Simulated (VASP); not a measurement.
Write the native input for VASP 6.6.1 that does the following.

| Item | Value |
| --- | --- |
| Task | single point |
| Functional | PBEsol |
| Potentials or basis | VASP PAW PBE potentials, release 64 (Cd_sv_GW, O) |
| Cutoff | 700 eV |
| k mesh | 6 × 6 × 6 |
| Occupations | gaussian, width 0.05 eV |
| Spin | no spin polarisation |
| Dipole correction | no |
| Further INCAR settings | ALGO = Normal; EDIFF = 1e-06; NBANDS = 20 |

The structure of CdO lies in POSCAR:

```
CdO
1.0
    0.0000000000      2.3444684677      2.3444684677
    2.3444684677      0.0000000000      2.3444684677
    2.3444684677      2.3444684677      0.0000000000
Cd O
1 1
Direct
    0.0000000000      0.0000000000      0.0000000000
    0.5000000000      0.5000000000      0.5000000000
```

These files were run (other wordings do the same):

INCAR

```
SYSTEM = CdO
PREC = Accurate
ENCUT = 700
EDIFF = 1E-6
ISMEAR = 0
SIGMA = 0.05
LREAL = .FALSE.
LASPH = .TRUE.
NELM = 120
ALGO = Normal
ISIF = 2
LWAVE = .FALSE.
LCHARG = .FALSE.
GGA = PS
NBANDS = 20
GGA_COMPAT = .FALSE.
```

KPOINTS

```
regular mesh
0
G
  6 6 6
  0 0 0
```

Potentials or basis: VASP PAW PBE potentials, release 64 (Cd_sv_GW, O).

Run with:

```sh
$ cat potpaw_PBE.64/Cd_sv_GW/POTCAR potpaw_PBE.64/O/POTCAR > POTCAR
$ mpirun -np 1 vasp_std > vasp.out
```

Results of the run:

```
Pressure               : 0.0 GPa
Band gap on the k mesh : zero (bands 13 and 14 overlap by 0.50 eV)
```

Caveat: the k points lie up to 0.39 Å⁻¹ apart, too coarse for converged energies and pressures of a metal; semilocal functionals underestimate gaps, and a narrow one can read as zero; the PAW data sets were made with another functional, which shifts forces and pressure a little.

Run time: 15 s on 1 thread of AMD EPYC 7R13 Processor (Zen 3) (shared host), peak memory 0.15 GiB.
